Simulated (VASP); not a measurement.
Input of a VASP 6.6.1 run:

INCAR

```
  PREC = Accurate
  ENCUT = 520
  EDIFF = 1E-6
  ISMEAR = 0
  SIGMA = 0.15
  LREAL = F
  LASPH = T
  NELM = 60
  ALGO = Fast
  ISIF = 2
  LWAVE = F
  LCHARG = F
  GGA = PS
  NBANDS = 18
```

Contents of KPOINTS:

```
Automatic mesh
0
Gamma
  18 18 6
```

File POSCAR:

```
Al3Cu
1.0
    2.9047687452      0.0000000000      0.0000000000
    0.0000000000      2.6545972744      0.0000000000
    0.0000000000      0.0000000000      7.6029571177
Al Cu
3 1
Direct
    0.0000000000      0.0000000000      0.5000000000
    0.5000000000      0.5000000000      0.2206884206
    0.5000000000      0.5000000000      0.7793115794
    0.0000000000      0.0000000000      0.0000000000
```

Potentials or basis: VASP PAW PBE potentials, release 64 (Al, Cu).

The run is started by

```bash
$ cat potpaw_PBE.64/Al/POTCAR potpaw_PBE.64/Cu/POTCAR > POTCAR
$ mpirun -np 1 vasp_std > vasp.out
```

**Question.** Predict the largest force.

**Answer.** 0.041 eV/Å.

**Question.** Predict the pressure.

**Answer.** 0.6 GPa.

**Question.** What does it give for the band gap on the k mesh?

**Answer.** Zero (bands 10 and 11 overlap by 6.49 eV).

Forces in eV/Å, atoms in the order of the input:
```
Al   0.000  0.000  0.000
Al   0.000  0.000  0.041
Al   0.000  0.000 -0.041
Cu   0.000  0.000  0.000
```

Caveat: the cell differs from its parent crystal (strain +0.0450 x Voigt [1, -1, 0, 0, 0, 0]); the PAW data sets were made with another functional, which shifts forces and pressure a little.
